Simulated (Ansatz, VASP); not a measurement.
**Br: VASP beside Ansatz**

```
CELL_PARAMETERS angstrom
4.32055 -2.14027 0.00000
4.32055 2.14027 0.00000
0.00000 0.00000 8.70044
ATOMIC_POSITIONS crystal
Br 0.85830 0.14170 0.11838
Br 0.64170 0.35830 0.61838
Br 0.14170 0.85830 0.88162
Br 0.35830 0.64170 0.38162
```

Alike in both runs: task single point; functional PBE; k mesh 8 × 8 × 4; occupations gaussian, width 0.02 eV; no spin polarisation.

|  | VASP | Ansatz |
| --- | --- | --- |
| version | VASP 6.6.1 | Ansatz 0.2.0 |
| potentials or method | VASP PAW PBE potentials, release 64 (Br), cutoff 520 eV | scalar-relativistic, plane waves, PAW |
| valence electrons in the cell | 28 | 28 |

VASP gave:

| Item | Value |
| --- | --- |
| gap on the k mesh at the Fermi level (eV) | 1.38 |
| least direct gap on the mesh (eV) | 1.38 |
| pressure (GPa) | 0.0 |
| rms of the force components (eV/Å) | 0.004 |

What did Ansatz give for the same quantities?

gap on the k mesh at the Fermi level (eV): 1.38; least direct gap on the mesh (eV): 1.38; pressure (GPa): 0.0; rms of the force components (eV/Å): 0.001.

Atom by atom the forces differ by 0.003 eV/Å (rms over components).
